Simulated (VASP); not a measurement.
# Gd (P6_3/mmc) in VASP: notebook

Aim: see how the results for Gd move with the level of theory and the settings. Levels: PBE, PBEsol. Tasks: single point.

All numbers are computed with VASP 6.6.1; they aren't measurements. Logs are shortened: lines on timing, memory, paths and dates and some standing lists are left out, and cuts for length are marked.

### Step 1. The cell of the first run

Symmetry: P6_3/mmc, No. 194, hexagonal system. The conventional cell has a = 2.620 Å, b = 2.620 Å, c = 4.526 Å, α = 90.00°, β = 90.00°, γ = 120.00°. Gd (site symmetry -6m2) has 12 Gd at 2.62 to 2.72 Å within 3.5 Å.

### Step 2. Single point, PBE, collinear spin, ferromagnetic start

Input file INCAR:

```
SYSTEM = Gd
ALGO = Normal
EDIFF = 1E-6
ENCUT = 520
GGA = PE
ISIF = 2
ISMEAR = -1
ISPIN = 2
LASPH = .TRUE.
LCHARG = .FALSE.
LMAXMIX = 6
LORBIT = 11
LREAL = .FALSE.
LWAVE = .FALSE.
MAGMOM = 7 7
NBANDS = 29
NELM = 150
PREC = Accurate
SIGMA = 0.05
```

Input file KPOINTS:

```
k-points
0
G
  12 12 7
  0 0 0
```

Input file POSCAR:

```
Gd
1.0
    2.6199908415      0.0000000000      0.0000000000
   -1.3099954208      2.2689786264      0.0000000000
    0.0000000000      0.0000000000      4.5257614261
Gd
2
Direct
    0.3333333333      0.6666666667      0.2500000000
    0.6666666667      0.3333333333      0.7500000000
```

Potentials or basis: VASP PAW PBE potentials, release 64 (Gd).

Launch:

```console
cat potpaw_PBE.64/Gd/POTCAR > POTCAR
mpirun -np 1 vasp_std > vasp.out
```

OUTCAR:

```text
SYSTEM = Gd
   EDIFF = 1E-6
   ENCUT = 520
   GGA = PE
   ISIF = 2
   ISMEAR = -1
   ISPIN = 2
   LASPH = .TRUE.
   LORBIT = 11
   LREAL = .FALSE.
   NELM = 150
   PREC = Accurate

 ion  position               nearest neighbor table
   1  0.333  0.667  0.250-   2 2.72   2 2.72   2 2.72   2 2.72   2 2.72   2 2.72
   2  0.667  0.333  0.750-   1 2.72   1 2.72   1 2.72   1 2.72   1 2.72   1 2.72

  LATTYP: Found a hexagonal cell.
 ALAT       =     2.6199908415
 C/A-ratio  =     1.7273958956

  Lattice vectors:

 A1 = (   2.6199908415,   0.0000000000,   0.0000000000)
 A2 = (  -1.3099954208,   2.2689786264,   0.0000000000)
 A3 = (   0.0000000000,   0.0000000000,   4.5257614261)

Analysis of symmetry for initial positions (statically):
=====================================================================
 Subroutine PRICEL returns:
 Original cell was already a primitive cell.

 Routine SETGRP: Setting up the symmetry group for a
 hexagonal supercell.

 Subroutine GETGRP returns: Found 24 space group operations
 (whereof 12 operations were pure point group operations)
 out of a pool of 24 trial point group operations.

The static configuration has the point symmetry D_3d.
 The point group associated with its full space group is D_6h.

Analysis of symmetry for dynamics (positions and initial velocities):
=====================================================================
 Subroutine PRICEL returns:
 Original cell was already a primitive cell.

 Routine SETGRP: Setting up the symmetry group for a
 hexagonal supercell.

 Subroutine GETGRP returns: Found 24 space group operations
 (whereof 12 operations were pure point group operations)
 out of a pool of 24 trial point group operations.

The dynamic configuration has the point symmetry D_3d.
 The point group associated with its full space group is D_6h.

Analysis of structural, dynamic, and magnetic symmetry:
=====================================================================
 Subroutine PRICEL returns:
 Original cell was already a primitive cell.

 Routine SETGRP: Setting up the symmetry group for a
 hexagonal supercell.

 Subroutine GETGRP returns: Found 24 space group operations
 (whereof 12 operations were pure point group operations)
 out of a pool of 24 trial point group operations.

The overall configuration has the point symmetry D_3d.
 The point group associated with its full space group is D_6h.

 Subroutine INISYM returns: Found 24 space group operations
 (whereof 12 operations are pure point group operations),
 and found     1 'primitive' translations

----------------------------------------------------------------------------------------

                                     Primitive cell

  volume of cell :      26.9043

  direct lattice vectors                    reciprocal lattice vectors
     2.619990841  0.000000000  0.000000000     0.381680724  0.220363468  0.000000000
    -1.309995421  2.268978626  0.000000000     0.000000000  0.440726937  0.000000000
     0.000000000  0.000000000  4.525761426     0.000000000  0.000000000  0.220957294

  length of vectors
     2.619990841  2.619990842  4.525761426     0.440726937  0.440726937  0.220957294

  position of ions in fractional coordinates (direct lattice)
     0.333333333  0.666666667  0.250000000
     0.666666667  0.333333333  0.750000000

  ion indices of the primitive-cell ions
   primitive index   ion index
                 1           1
                 2           2

----------------------------------------------------------------------------------------

 KPOINTS: k-points

Automatic generation of k-mesh.
 Grid dimensions read from file:
 generate k-points for:   12   12    7

 Generating k-lattice:

  Cartesian coordinates                     Fractional coordinates (reciprocal lattice)
     0.031806727  0.018363622  0.000000000     0.083333333  0.000000000  0.000000000
     0.000000000  0.036727245  0.000000000     0.000000000  0.083333333  0.000000000
     0.000000000  0.000000000  0.031565328     0.000000000  0.000000000  0.142857143

  Length of vectors
     0.036727245  0.036727245  0.031565328

  Shift w.r.t. Gamma in fractional coordinates (k-lattice)
     0.000000000  0.000000000  0.000000000

 Subroutine IBZKPT returns following result:
 ===========================================

 Found     76 irreducible k-points:

 Following reciprocal coordinates:
            Coordinates               Weight
  0.000000  0.000000  0.000000      1.000000
  0.083333  0.000000  0.000000      6.000000
  0.166667  0.000000  0.000000      6.000000
  0.250000  0.000000  0.000000      6.000000
  0.333333  0.000000  0.000000      6.000000
  0.416667  0.000000  0.000000      6.000000
[... 16 lines left out ...]
  0.250000  0.000000  0.142857     12.000000
  0.333333  0.000000  0.142857     12.000000
 [... further k-points ...]
   k-points           NKPTS =     76   k-points in BZ     NKDIM =     76   number of bands    NBANDS=     29
   number of dos      NEDOS =    301   number of ions     NIONS =      2
   total plane-waves  NPLWV =  14400
   dimension x,y,z NGX =    20 NGY =   20 NGZ =   36
   dimension x,y,z NGXF=    40 NGYF=   40 NGZF=   72
   ions per type =               2
   NGX,Y,Z   is equivalent  to a cutoff of  12.69, 12.69, 13.22 a.u.
   NGXF,Y,Z  is equivalent  to a cutoff of  25.38, 25.38, 26.45 a.u.
 SYSTEM =  Gd
   PREC   = accura    normal or accurate (medium, high low for compatibility)
   ISTART =      0    job   : 0-new  1-cont  2-samecut
   ICHARG =      2    charge: 1-file 2-atom 10-const
   ISPIN  =      2    spin polarized calculation?
   LNONCOLLINEAR =      F non collinear calculations
   LSORBIT =      F    spin-orbit coupling
   LASPH  =      T    aspherical Exc in radial PAW
   ENCUT  =  520.0 eV  38.22 Ry    6.18 a.u.   4.87  4.87  8.41*2*pi/ulx,y,z
   NELM   =    150;   NELMIN=  2; NELMDL= -5     # of ELM steps
   EDIFF  = 0.1E-05   stopping-criterion for ELM
   LREAL  =      F    real-space projection
   EDIFFG = 0.1E-04   stopping-criterion for IOM
   NSW    =      0    number of steps for IOM
   IBRION =     -1    ionic relax: 0-MD 1-quasi-New 2-CG
   NFREE  =      0    steps in history (QN), initial steepest desc. (CG)
   ISIF   =      2    stress and relaxation
   ISYM   =      2    0-nonsym 1-usesym 2-fastsym
   POTIM  = 0.5000    time-step for ionic-motion
   TEBEG  =    0.0;   TEEND  =   0.0 temperature during run
   PSTRESS=    0.0 pullay stress
   NELECT =      36.0000    total number of electrons
   NUPDOWN=      -1.0000    fix difference up-down
   EMIN   =  10.00;   EMAX   =-10.00  energy-range for DOS
   EFERMI =   0.00;   METHOD = LEGACY
   ISMEAR =    -1;   SIGMA  =   0.05  broadening in eV -4-tet -1-fermi 0-gaus
   EFERMI_NEDOS =   21; number of points for ismear=-14 and -15
   IALGO  =     38    algorithm
   IMIX   =      4    mixing-type and parameters
     AMIX     =   0.40;   BMIX     =  1.00
     AMIX_MAG =   1.60;   BMIX_MAG =  1.00
  volume/ion in A,a.u.               =      13.45        90.78
  Fermi-wavevector in a.u.,A,eV,Ry     =   1.803994  3.409054 44.278716  3.254394
  Thomas-Fermi vector in A             =   2.863990
   LORBIT       =     11    0 simple, 1 ext, 2 COOP (PROOUT), +10 PAW based schemes
   GGA     = PE    functional components
   LHFCALC =     F    Hartree Fock is set to
   AEXX    =    0.0000 exact exchange contribution
   IVDW    =     0    specifies the selected vdW correction
   LEPSILON=     F    determine dielectric tensor
   LRPA    =     F    only Hartree local field effects (RPA)
 spin polarized calculation
  energy-cutoff  :      520.00
  volume of cell :       26.90
 maximum number of plane-waves:       744
 NGX is ok and might be reduce to    20
   NGX =  9   NGY =  9   NGZ = 17

 number of electron      35.9999989 magnetization      13.1858348

 Free energy of the ion-electron system (eV)
  ---------------------------------------------------
  ext. energy  EPLUGINS =         0.00000000
  ---------------------------------------------------
  free energy    TOTEN  =       -15.48567440 eV

  energy without entropy =      -15.46800202  energy(sigma->0) =      -15.47683821

 E-fermi :   8.9061     XC(G=0): -14.9103

 val. band max:        8.9027065856   @ k =   0.3333   0.2500   0.1429
 cond. band min:       8.9114313217   @ k =   0.3333   0.0000   0.0000
 fundamental gap:      0.0087247361
 Fermi energy:         8.9061232881

 spin component 1

 k-point     1 :       0.0000    0.0000    0.0000
  band No.  band energies     occupation
      1     -37.0931      1.00000
      2     -35.6255      1.00000
      3     -17.2506      1.00000
      4     -10.4820      1.00000
      5     -10.4820      1.00000
      6     -10.3864      1.00000
[... 21 lines left out ...]
     28      12.3036      0.00000
     29      12.3036      0.00000
[... 705 lines left out ...]
 k-point    24 :       0.3333    0.0000    0.1429
  band No.  band energies     occupation
      1     -35.7704      1.00000
      2     -34.9206      1.00000
      3     -16.0137      1.00000
      4     -15.0329      1.00000
      5     -14.6635      1.00000
      6     -11.9531      1.00000
[... 21 lines left out ...]
     28      12.9520      0.00000
     29      15.2586      0.00000

 [... further k-points ...]

 spin component 2

 k-point     1 :       0.0000    0.0000    0.0000
  band No.  band energies     occupation
      1     -34.4608      1.00000
      2     -32.7777      1.00000
      3     -15.6809      1.00000
      4      -8.1876      1.00000
      5      -8.1876      1.00000
      6      -8.0602      1.00000
[... 21 lines left out ...]
     28      13.6274      0.00000
     29      13.6274      0.00000
[... 705 lines left out ...]
 k-point    24 :       0.3333    0.0000    0.1429
  band No.  band energies     occupation
      1     -32.9748      1.00000
      2     -31.9820      1.00000
      3     -14.3020      1.00000
      4     -13.2133      1.00000
      5     -12.8301      1.00000
      6      -9.8259      1.00000
[... 21 lines left out ...]
     28      14.4394      0.00000
     29      16.7920      0.00000

 [... further k-points ...]

------------------------ aborting loop because EDIFF is reached ----------------------------------------

  FORCE on cell =-STRESS in cart. coord.  units (eV):
  Direction    XX          YY          ZZ          XY          YZ          ZX
  --------------------------------------------------------------------------------------
  -------------------------------------------------------------------------------------
  Total       21.1558738     21.1558738     21.0210916     -0.0000000     -0.0000000      0.0000000
  in kB     1259.8525367   1259.8525366   1251.8261322     -0.0000000     -0.0000000      0.0000000
  external PRESSURE =    1257.1770685 kB  Pullay stress =       0.0000000 kB

 VOLUME and BASIS-vectors are now :
 -----------------------------------------------------------------------------
  energy-cutoff  :      520.00
  volume of cell :       26.90
      direct lattice vectors                 reciprocal lattice vectors
     2.619990841  0.000000000  0.000000000     0.381680724  0.220363468  0.000000000
    -1.309995421  2.268978626  0.000000000     0.000000000  0.440726937  0.000000000
     0.000000000  0.000000000  4.525761426     0.000000000  0.000000000  0.220957294

 POSITION                                       TOTAL-FORCE (eV/Angst)
 -----------------------------------------------------------------------------------
     -0.00000      1.51265      1.13144         0.000000     -0.000000      0.000000
      1.31000      0.75633      3.39432        -0.000000      0.000000      0.000000
 -----------------------------------------------------------------------------------
    total drift:                                0.000000     -0.000000      0.000000

  FREE ENERGIE OF THE ION-ELECTRON SYSTEM (eV)
  ---------------------------------------------------
  free  energy   TOTEN  =       -15.4856743966 eV

  energy  without entropy=      -15.4680020221  energy(sigma->0) =      -15.47683821

 total charge

# of ion       s       p       d       f       tot
--------------------------------------------------
    1        2.092   5.516   1.434   7.259  16.301
    2        2.092   5.516   1.434   7.259  16.301
--------------------------------------------------
tot          4.184  11.032   2.869  14.517  32.601

 magnetization (x)

# of ion       s       p       d       f       tot
--------------------------------------------------
    1        0.030  -0.046   0.076   6.344   6.404
    2        0.030  -0.046   0.076   6.344   6.404
--------------------------------------------------
tot          0.059  -0.093   0.153  12.689  12.808
```

It took 7.9 min on 1 thread of Intel Xeon 8259CL, shared host; peak memory 0.23 GiB.

Results:

```
Free energy                                           : -15.4857 eV
Pressure                                              : 125.7 GPa
Net moment                                            : 13.19 μB per cell
Site moments                                          : Gd +6.40 μB
Valence electrons inside the program's atomic spheres : Gd 16.30
```

Stress tensor (GPa, compression positive):
```
125.99   0.00   0.00
  0.00 125.99   0.00
  0.00   0.00 125.18
```

Caveat: the cell stands under pressure; spin-orbit coupling is left out, which moves the levels of the heavy elements; semilocal functionals describe open f shells poorly, which spoils levels, moments and volumes.

### Step 3. Single point, PBE, collinear spin, ferromagnetic start (13.45 Å³/atom)

Input file INCAR:

```
PREC     = Accurate       # precision mode
ENCUT    = 520            # plane-wave cutoff, eV
EDIFF    = 1E-6           # SCF threshold, eV
ISMEAR   = -1             # smearing method
SIGMA    = 0.05           # smearing width, eV
LREAL    = False          # projectors in reciprocal space
LASPH    = True           # aspherical terms in the spheres
NELM     = 150            # most SCF steps
ALGO     = Normal         # electronic algorithm
ISIF     = 2              # what is computed and relaxed
LWAVE    = False          # write WAVECAR
LCHARG   = False          # write CHGCAR
ISPIN    = 2              # spin polarisation
MAGMOM   = 7 7            # initial moments
LORBIT   = 11             # projections on sites
LMAXMIX  = 6              # l up to which the mixer works
GGA      = PE             # functional
NBANDS   = 29             # bands
```

Input file KPOINTS:

```
Automatic mesh
0
Gamma
  12 12 7
```

POSCAR is that of step 2.

Potentials or basis: VASP PAW PBE potentials, release 64 (Gd).

Launch:

```console
cat potpaw_PBE.64/Gd/POTCAR > POTCAR
mpirun -np 1 vasp_std > vasp.out
```

Run time: 8.5 min. Hardware: 1 thread of Intel Xeon 8259CL, shared host; peak memory 0.23 GiB.

Results (log left out):

```yaml
Free_energy: -15.4857 eV
Pressure: 125.7 GPa
Net_moment: 13.19 μB per cell
Site_moments: Gd +6.40 μB
Valence_electrons_inside_the_program's_atomic_spheres: Gd 16.30
```

Stress tensor (GPa, compression positive):
```
125.99   0.00   0.00
  0.00 125.99   0.00
  0.00   0.00 125.18
```

Levels at points of the mesh, in eV from the Fermi level:
Spin up:
| k point | band 21 | band 22 | band 23 | band 24 | band 25 | band 26 | band 27 | band 28 |
| --- | --- | --- | --- | --- | --- | --- | --- | --- |
| (0.00, 0.00, 0.00) | -2.89 | -2.89 | -2.64 | -2.62 | 0.71 | 1.98 | 1.98 | 3.40 |
| (0.50, 0.00, 0.00) | -2.93 | -2.84 | -2.69 | -2.45 | -2.28 | 1.73 | 3.01 | 4.41 |
Spin down:
```csv
k point,band 8,band 9,band 10,band 11,band 12,band 13,band 14,band 15
"(0.00, 0.00, 0.00)",-16.26,-2.52,-1.83,-0.42,0.27,0.42,1.12,1.12
"(0.50, 0.00, 0.00)",-17.61,-4.55,-3.36,-1.76,0.17,0.73,1.35,1.36
```

Caveat: the cell stands under pressure; spin-orbit coupling is left out, which moves the levels of the heavy elements; semilocal functionals describe open f shells poorly, which spoils levels, moments and volumes. The state reached can hang on the start; a lower one may exist.

### Step 4. Single point, PBEsol, collinear spin, ferromagnetic start

Edit INCAR of step 3 so:

```diff
@@ -16,3 +16,3 @@
 LMAXMIX  = 6              # l up to which the mixer works
-GGA      = PE             # functional
+GGA      = PS             # functional
 NBANDS   = 29             # bands
```

KPOINTS is that of step 3.

Input file POSCAR:

```
Gd
1.0
    2.6176911097      0.0000000000      0.0000000000
   -1.3088455549      2.2669870002      0.0000000000
    0.0000000000      0.0000000000      4.5337169940
Gd
2
Direct
    0.3333333333      0.6666666667      0.2500000000
    0.6666666667      0.3333333333      0.7500000000
```

Launch:

```console
cat potpaw_PBE.64/Gd/POTCAR > POTCAR
mpirun -np 1 vasp_std > vasp.out
```

It took 7.6 min on 1 thread of Intel Xeon 8259CL, shared host; peak memory 0.23 GiB.

Results (log left out):

```
Free energy                                           : -17.4953 eV
Pressure                                              : 113.2 GPa
Net moment                                            : 13.19 μB per cell
Site moments                                          : Gd +6.41 μB
Valence electrons inside the program's atomic spheres : Gd 16.28
```

Stress tensor (GPa, compression positive):
```
113.40   0.00   0.00
  0.00 113.40   0.00
  0.00   0.00 112.82
```

Levels at points of the mesh, in eV from the Fermi level:
Spin up:
```tsv
k point	band 20	band 21	band 22	band 23	band 24	band 25	band 26	band 27	band 28	band 29
(0.00, 0.00, 0.00)	-2.97	-2.83	-2.83	-2.58	-2.56	0.66	1.99	1.99	3.40	3.40
(0.50, 0.00, 0.00)	-2.89	-2.87	-2.78	-2.63	-2.41	-2.29	1.76	2.96	4.37	6.20
```
Spin down:
```tsv
k point	band 9	band 10	band 11	band 12	band 13	band 14
(0.00, 0.00, 0.00)	-2.49	-1.86	-0.42	0.28	0.41	1.11
(0.50, 0.00, 0.00)	-4.54	-3.35	-1.78	0.17	0.69	1.31
```

Caveat: the cell stands under pressure; the PAW data sets were made with another functional, which shifts forces and pressure a little; spin-orbit coupling is left out, which moves the levels of the heavy elements; semilocal functionals describe open f shells poorly, which spoils levels, moments and volumes. The state reached can hang on the start; a lower one may exist.

[end of part 1 of 2]
